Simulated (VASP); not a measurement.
# ZrTi3C4 (Pm-3m) in VASP: a series of runs

The runs below take ZrTi3C4 through single point, relaxation of cell and atoms, with PBE.

Everything below comes from runs of VASP 6.6.1. Logs are shortened: lines on timing, memory, paths and dates and some standing lists are left out, and cuts for length are marked.

## Step 1: The cell of the first run

It takes space group Pm-3m (No. 221, cubic). The conventional cell has a = 4.444 Å, b = 4.444 Å, c = 4.444 Å, α = 90.00°, β = 90.00°, γ = 90.00°. Zr (site symmetry m-3m) has 6 C at 2.22 Å within 2.9 Å. Ti (site symmetry 4/mmm) has 6 C at 2.22 Å within 2.9 Å. C (site symmetry 4/mmm) has 2 Zr at 2.22 Å and 4 Ti at 2.22 Å within 2.9 Å. C (site symmetry m-3m) has 6 Ti at 2.22 Å within 2.9 Å.

## Step 2: Single point, PBE, collinear spin

INCAR reads:

```
SYSTEM = ZrTi3C4
PREC = Accurate
ENCUT = 520
EDIFF = 1E-7
ISMEAR = 0
SIGMA = 0.1
LREAL = .FALSE.
LASPH = .TRUE.
NELM = 150
ALGO = Normal
ISIF = 2
LWAVE = .FALSE.
LCHARG = .FALSE.
ISPIN = 2
MAGMOM = 1 1 1 1 0 0 0 0
LORBIT = 11
LMAXMIX = 4
GGA = PE
NBANDS = 46
```

KPOINTS reads:

```
Automatic mesh
0
G
  4 4 4
  0 0 0
```

POSCAR reads:

```
ZrTi3C4
1.0
    4.4440955529      0.0000000000      0.0000000000
    0.0000000000      4.4440955529      0.0000000000
    0.0000000000      0.0000000000      4.4440955529
Zr Ti C
1 3 4
Direct
    0.0000000000      0.0000000000      0.0000000000
    0.5000000000      0.0000000000      0.5000000000
    0.5000000000      0.5000000000      0.0000000000
    0.0000000000      0.5000000000      0.5000000000
    0.0000000000      0.5000000000      0.0000000000
    0.5000000000      0.5000000000      0.5000000000
    0.0000000000      0.0000000000      0.5000000000
    0.5000000000      0.0000000000      0.0000000000
```

Potentials or basis: VASP PAW PBE potentials, release 64 (Zr_sv, Ti_sv, C).

Started as:

```sh
cat potpaw_PBE.64/Zr_sv/POTCAR potpaw_PBE.64/Ti_sv/POTCAR potpaw_PBE.64/C/POTCAR > POTCAR
mpirun -np 1 vasp_std > vasp.out
```

OUTCAR:

```text
SYSTEM = ZrTi3C4
   PREC = Accurate
   ENCUT = 520
   EDIFF = 1E-7
   ISMEAR = 0
   LREAL = .FALSE.
   LASPH = .TRUE.
   NELM = 150
   ISIF = 2
   ISPIN = 2
   LORBIT = 11
   GGA = PE

 ion  position               nearest neighbor table
   1  0.000  0.000  0.000-   5 2.22   7 2.22   8 2.22   7 2.22   5 2.22   8 2.22   2 3.14   4 3.14
                             2 3.14   3 3.14   4 3.14   3 3.14   4 3.14   2 3.14   3 3.14   4 3.14
   2  0.500  0.000  0.500-   6 2.22   7 2.22   8 2.22   8 2.22   6 2.22   7 2.22   1 3.14   1 3.14
                             1 3.14   1 3.14
   3  0.500  0.500  0.000-   5 2.22   6 2.22   8 2.22   6 2.22   8 2.22   5 2.22   1 3.14   1 3.14
                             1 3.14   1 3.14
   4  0.000  0.500  0.500-   5 2.22   6 2.22   7 2.22   5 2.22   7 2.22   6 2.22   1 3.14   1 3.14
                             1 3.14   1 3.14
   5  0.000  0.500  0.000-   1 2.22   3 2.22   4 2.22   4 2.22   1 2.22   3 2.22
   6  0.500  0.500  0.500-   2 2.22   3 2.22   4 2.22   3 2.22   2 2.22   4 2.22
   7  0.000  0.000  0.500-   1 2.22   2 2.22   4 2.22   1 2.22   4 2.22   2 2.22
   8  0.500  0.000  0.000-   1 2.22   2 2.22   3 2.22   2 2.22   3 2.22   1 2.22

  LATTYP: Found a simple cubic cell.
 ALAT       =     4.4440955529

  Lattice vectors:

 A1 = (   4.4440955529,   0.0000000000,   0.0000000000)
 A2 = (   0.0000000000,   4.4440955529,   0.0000000000)
 A3 = (   0.0000000000,   0.0000000000,   4.4440955529)

Analysis of symmetry for initial positions (statically):
=====================================================================
 Subroutine PRICEL returns:
 Original cell was already a primitive cell.

 Routine SETGRP: Setting up the symmetry group for a
 simple cubic supercell.

 Subroutine GETGRP returns: Found 48 space group operations
 (whereof 48 operations were pure point group operations)
 out of a pool of 48 trial point group operations.

The static configuration has the point symmetry O_h .

Analysis of symmetry for dynamics (positions and initial velocities):
=====================================================================
 Subroutine PRICEL returns:
 Original cell was already a primitive cell.

 Routine SETGRP: Setting up the symmetry group for a
 simple cubic supercell.

 Subroutine GETGRP returns: Found 48 space group operations
 (whereof 48 operations were pure point group operations)
 out of a pool of 48 trial point group operations.

The dynamic configuration has the point symmetry O_h .

Analysis of structural, dynamic, and magnetic symmetry:
=====================================================================
 Subroutine PRICEL returns:
 Original cell was already a primitive cell.

 Routine SETGRP: Setting up the symmetry group for a
 simple cubic supercell.

 Subroutine GETGRP returns: Found 48 space group operations
 (whereof 48 operations were pure point group operations)
 out of a pool of 48 trial point group operations.

The overall configuration has the point symmetry O_h .

 Subroutine INISYM returns: Found 48 space group operations
 (whereof 48 operations are pure point group operations),
 and found     1 'primitive' translations

----------------------------------------------------------------------------------------

                                     Primitive cell

  volume of cell :      87.7708

  direct lattice vectors                    reciprocal lattice vectors
     4.444095553  0.000000000  0.000000000     0.225017664  0.000000000  0.000000000
     0.000000000  4.444095553  0.000000000     0.000000000  0.225017664  0.000000000
     0.000000000  0.000000000  4.444095553     0.000000000  0.000000000  0.225017664

  length of vectors
     4.444095553  4.444095553  4.444095553     0.225017664  0.225017664  0.225017664

  position of ions in fractional coordinates (direct lattice)
     0.000000000  0.000000000  0.000000000
     0.500000000  0.000000000  0.500000000
     0.500000000  0.500000000  0.000000000
     0.000000000  0.500000000  0.500000000
     0.000000000  0.500000000  0.000000000
     0.500000000  0.500000000  0.500000000
     0.000000000  0.000000000  0.500000000
     0.500000000  0.000000000  0.000000000

  ion indices of the primitive-cell ions
   primitive index   ion index
                 1           1
[... 53 lines left out ...]
   NGXF,Y,Z  is equivalent  to a cutoff of  26.93, 26.93, 26.93 a.u.
 SYSTEM =  ZrTi3C4
   PREC   = accura    normal or accurate (medium, high low for compatibility)
   ISTART =      0    job   : 0-new  1-cont  2-samecut
   ICHARG =      2    charge: 1-file 2-atom 10-const
   ISPIN  =      2    spin polarized calculation?
   LNONCOLLINEAR =      F non collinear calculations
   LSORBIT =      F    spin-orbit coupling
   LASPH  =      T    aspherical Exc in radial PAW
   ENCUT  =  520.0 eV  38.22 Ry    6.18 a.u.   8.26  8.26  8.26*2*pi/ulx,y,z
   NELM   =    150;   NELMIN=  2; NELMDL= -5     # of ELM steps
   EDIFF  = 0.1E-06   stopping-criterion for ELM
   LREAL  =      F    real-space projection
   EDIFFG = 0.1E-05   stopping-criterion for IOM
   NSW    =      0    number of steps for IOM
   IBRION =     -1    ionic relax: 0-MD 1-quasi-New 2-CG
   NFREE  =      0    steps in history (QN), initial steepest desc. (CG)
   ISIF   =      2    stress and relaxation
   ISYM   =      2    0-nonsym 1-usesym 2-fastsym
   POTIM  = 0.5000    time-step for ionic-motion
   TEBEG  =    0.0;   TEEND  =   0.0 temperature during run
   PSTRESS=    0.0 pullay stress
   NELECT =      64.0000    total number of electrons
   NUPDOWN=      -1.0000    fix difference up-down
   EMIN   =  10.00;   EMAX   =-10.00  energy-range for DOS
   EFERMI =   0.00;   METHOD = LEGACY
   ISMEAR =     0;   SIGMA  =   0.10  broadening in eV -4-tet -1-fermi 0-gaus
   EFERMI_NEDOS =   21; number of points for ismear=-14 and -15
   IALGO  =     38    algorithm
   IMIX   =      4    mixing-type and parameters
     AMIX     =   0.40;   BMIX     =  1.00
     AMIX_MAG =   1.60;   BMIX_MAG =  1.00
  volume/ion in A,a.u.               =      10.97        74.04
  Fermi-wavevector in a.u.,A,eV,Ry     =   1.473504  2.784520 29.541176  2.171215
  Thomas-Fermi vector in A             =   2.588389
   LORBIT       =     11    0 simple, 1 ext, 2 COOP (PROOUT), +10 PAW based schemes
   GGA     = PE    functional components
   LHFCALC =     F    Hartree Fock is set to
   AEXX    =    0.0000 exact exchange contribution
   IVDW    =     0    specifies the selected vdW correction
   LEPSILON=     F    determine dielectric tensor
   LRPA    =     F    only Hartree local field effects (RPA)
 spin polarized calculation
 Gauss-broadening in eV      SIGMA  =   0.10
  energy-cutoff  :      520.00
  volume of cell :       87.77
 maximum number of plane-waves:      2392
 NGX is ok and might be reduce to    36
   NGX = 17   NGY = 17   NGZ = 17

 number of electron      63.9999980 magnetization      -0.0000056

 number of electron      63.9999980 magnetization       0.0000074

 Free energy of the ion-electron system (eV)
  ---------------------------------------------------
  ext. energy  EPLUGINS =         0.00000000
  ---------------------------------------------------
  free energy    TOTEN  =       -75.08275712 eV

  energy without entropy =      -75.07366073  energy(sigma->0) =      -75.07820893

 E-fermi :   9.2842     XC(G=0): -12.4795

 val. band max:        9.1103345562   @ k =   0.2500   0.0000   0.0000
 cond. band min:       9.3303259091   @ k =   0.2500   0.0000   0.0000
 fundamental gap:      0.2199913529
 Fermi energy:         9.2842352928

 spin component 1

 k-point     1 :       0.0000    0.0000    0.0000
  band No.  band energies     occupation
      1     -47.4321      1.00000
      2     -47.3804      1.00000
      3     -47.3804      1.00000
      4     -38.1099      1.00000
      5     -23.7914      1.00000
      6     -23.7914      1.00000
[... 459 lines left out ...]
     43      14.8712      0.00000
     44      14.8712      0.00000
 Fermi energy:         9.2842352928

 spin component 2

 k-point     1 :       0.0000    0.0000    0.0000
  band No.  band energies     occupation
      1     -47.4321      1.00000
      2     -47.3804      1.00000
      3     -47.3804      1.00000
      4     -38.1099      1.00000
      5     -23.7914      1.00000
      6     -23.7914      1.00000
[... 459 lines left out ...]
     43      14.8712      0.00000
     44      14.8712      0.00000
 [bands above 44 left out]

------------------------ aborting loop because EDIFF is reached ----------------------------------------

  FORCE on cell =-STRESS in cart. coord.  units (eV):
  Direction    XX          YY          ZZ          XY          YZ          ZX
  --------------------------------------------------------------------------------------
  -------------------------------------------------------------------------------------
  Total        0.0469774      0.0469774      0.0469774      0.0000000      0.0000000     -0.0000000
  in kB        0.8575306      0.8575306      0.8575306      0.0000000      0.0000000     -0.0000000
  external PRESSURE =       0.8575306 kB  Pullay stress =       0.0000000 kB

 VOLUME and BASIS-vectors are now :
 -----------------------------------------------------------------------------
  energy-cutoff  :      520.00
  volume of cell :       87.77
      direct lattice vectors                 reciprocal lattice vectors
     4.444095553  0.000000000  0.000000000     0.225017664  0.000000000  0.000000000
     0.000000000  4.444095553  0.000000000     0.000000000  0.225017664  0.000000000
     0.000000000  0.000000000  4.444095553     0.000000000  0.000000000  0.225017664

 POSITION                                       TOTAL-FORCE (eV/Angst)
 -----------------------------------------------------------------------------------
      0.00000      0.00000      0.00000         0.000000      0.000000      0.000000
      2.22205      0.00000      2.22205         0.000000      0.000000      0.000000
      2.22205      2.22205      0.00000         0.000000      0.000000      0.000000
      0.00000      2.22205      2.22205         0.000000      0.000000      0.000000
      0.00000      2.22205      0.00000         0.000000      0.000000      0.000000
      2.22205      2.22205      2.22205         0.000000      0.000000      0.000000
      0.00000      0.00000      2.22205         0.000000      0.000000      0.000000
      2.22205      0.00000      0.00000         0.000000      0.000000      0.000000
 -----------------------------------------------------------------------------------
    total drift:                                0.000000      0.000000      0.000000

  FREE ENERGIE OF THE ION-ELECTRON SYSTEM (eV)
  ---------------------------------------------------
  free  energy   TOTEN  =       -75.0827571199 eV

  energy  without entropy=      -75.0736607317  energy(sigma->0) =      -75.07820893

 total charge

# of ion       s       p       d       tot
------------------------------------------
    1        2.206   6.074   1.823  10.102
    2        2.185   6.216   1.884  10.285
    3        2.185   6.216   1.884  10.285
    4        2.185   6.216   1.884  10.285
    5        0.896   1.499   0.000   2.395
    6        0.889   1.456   0.000   2.346
    7        0.896   1.499   0.000   2.395
    8        0.896   1.499   0.000   2.395
--------------------------------------------------
tot         12.339  30.675   7.474  50.488

 magnetization (x)

# of ion       s       p       d       tot
------------------------------------------
    1       -0.000   0.000  -0.000  -0.000
    2       -0.000   0.000   0.000   0.000
    3       -0.000   0.000   0.000   0.000
    4       -0.000   0.000   0.000   0.000
    5       -0.000   0.000   0.000   0.000
    6       -0.000  -0.000   0.000  -0.000
    7       -0.000   0.000   0.000   0.000
    8       -0.000   0.000   0.000   0.000
--------------------------------------------------
tot         -0.000   0.000   0.000   0.000
```

It took 75 s on 1 thread of Intel Xeon Platinum 8559C (Emerald Rapids), shared host; peak memory 0.27 GiB.

What came out:

```
Free energy                                           : -75.0828 eV
Pressure                                              : 0.1 GPa
Band gap on the k mesh                                : zero (filled and empty bands overlap)
Net moment                                            : 0.00 μB per cell
Valence electrons inside the program's atomic spheres : Zr 10.10; Ti 10.29; C 2.40, 2.35 (each value once)
```

Levels at points of the mesh, in eV from the Fermi level:
Spin up:
| k point | band 30 | band 31 | band 32 | band 33 | band 34 | band 35 |
| --- | --- | --- | --- | --- | --- | --- |
| (0.00, 0.00, 0.00) | 0.38 | 0.38 | 0.38 | 0.77 | 0.77 | 0.77 |
| (0.50, 0.00, 0.00) | -0.50 | -0.41 | -0.41 | -0.24 | -0.24 | 2.01 |
| (0.50, 0.50, 0.00) | -2.36 | -2.36 | -1.79 | 1.91 | 1.99 | 2.47 |
| (0.50, 0.50, 0.50) | -2.67 | -2.67 | -2.67 | 2.67 | 2.67 | 2.67 |
Spin down:
| k point | band 30 | band 31 | band 32 | band 33 | band 34 | band 35 |
| --- | --- | --- | --- | --- | --- | --- |
| (0.00, 0.00, 0.00) | 0.38 | 0.38 | 0.38 | 0.77 | 0.77 | 0.77 |
| (0.50, 0.00, 0.00) | -0.50 | -0.41 | -0.41 | -0.24 | -0.24 | 2.01 |
| (0.50, 0.50, 0.00) | -2.36 | -2.36 | -1.79 | 1.91 | 1.99 | 2.47 |
| (0.50, 0.50, 0.50) | -2.67 | -2.67 | -2.67 | 2.67 | 2.67 | 2.67 |

## Step 3: Relaxation of cell and atoms, PBE

INCAR reads:

```
SYSTEM = ZrTi3C4
PREC     = Accurate       ! precision mode
ENCUT    = 600            ! plane-wave cutoff, eV
EDIFF    = 1E-6           ! SCF threshold, eV
ISMEAR   = 0              ! smearing method
SIGMA    = 0.1            ! smearing width, eV
LREAL    = .False.        ! projectors in reciprocal space
LASPH    = .True.         ! aspherical terms in the spheres
NELM     = 100            ! most SCF steps
ALGO     = Normal         ! electronic algorithm
ISIF     = 3              ! what is computed and relaxed
LWAVE    = .False.        ! write WAVECAR
LCHARG   = .False.        ! write CHGCAR
GGA      = PE             ! functional
IBRION   = 2              ! ionic algorithm
NSW      = 100            ! ionic steps
EDIFFG   = -0.01          ! ionic threshold
```

KPOINTS reads:

```
Automatic mesh
0
Gamma
  8 8 8
  0 0 0
```

POSCAR is that of step 2.

Potentials or basis: VASP PAW PBE potentials, release 64 (Zr_sv, Ti_sv, C).

Started as:

```sh
cat potpaw_PBE.64/Zr_sv/POTCAR potpaw_PBE.64/Ti_sv/POTCAR potpaw_PBE.64/C/POTCAR > POTCAR
mpirun -np 1 vasp_std > vasp.out
```

Wall time 2.6 min (1 thread of Intel Xeon Platinum 8559C (Emerald Rapids), shared host); peak memory 0.29 GiB.

It converged, with:

```
Free energy                           : -74.9868 eV
Relaxed volume                        : 10.98 Å³/atom
Relaxed cell                          : a = 4.445 Å, b = 4.445 Å, c = 4.445 Å, α = 90.00°, β = 90.00°, γ = 90.00°
Space group after relaxing (to 0.1 Å) : Pm-3m (No. 221)
Energy gained by relaxing             : 0.0 meV/atom
Ionic steps                           : 3
Pressure after relaxing               : 0.0 GPa
Band gap on the k mesh                : zero (bands 32 and 33 overlap by 0.66 eV)
```

Final structure:
```
CELL_PARAMETERS angstrom
4.44518 0.00000 0.00000
0.00000 4.44518 0.00000
0.00000 0.00000 4.44518
ATOMIC_POSITIONS crystal
Zr 0.00000 0.00000 0.00000
Ti 0.50000 0.00000 0.50000
Ti 0.50000 0.50000 0.00000
Ti 0.00000 0.50000 0.50000
C 0.00000 0.50000 0.00000
C 0.50000 0.50000 0.50000
C 0.00000 0.00000 0.50000
C 0.50000 0.00000 0.00000
```

Levels at points of the mesh, in eV from the Fermi level:
| k point | band 28 | band 29 | band 30 | band 31 | band 32 | band 33 | band 34 | band 35 | band 36 | band 37 |
| --- | --- | --- | --- | --- | --- | --- | --- | --- | --- | --- |
| (0.00, 0.00, 0.00) | -0.31 | -0.31 | 0.32 | 0.32 | 0.32 | 0.71 | 0.71 | 0.71 | 1.42 | 1.42 |
| (0.50, 0.00, 0.00) | -2.56 | -0.63 | -0.56 | -0.47 | -0.47 | -0.30 | -0.30 | 1.95 | 2.53 | 2.55 |
| (0.50, 0.50, 0.00) | -2.63 | -2.44 | -2.42 | -2.42 | -1.85 | 1.85 | 1.94 | 2.42 | 2.42 | 2.81 |
| (0.50, 0.50, 0.50) | -2.78 | -2.78 | -2.73 | -2.73 | -2.73 | 2.62 | 2.62 | 2.62 | 2.74 | 2.74 |

The gap in the log of VASP goes by the Fermi energy; the results here count the filled bands.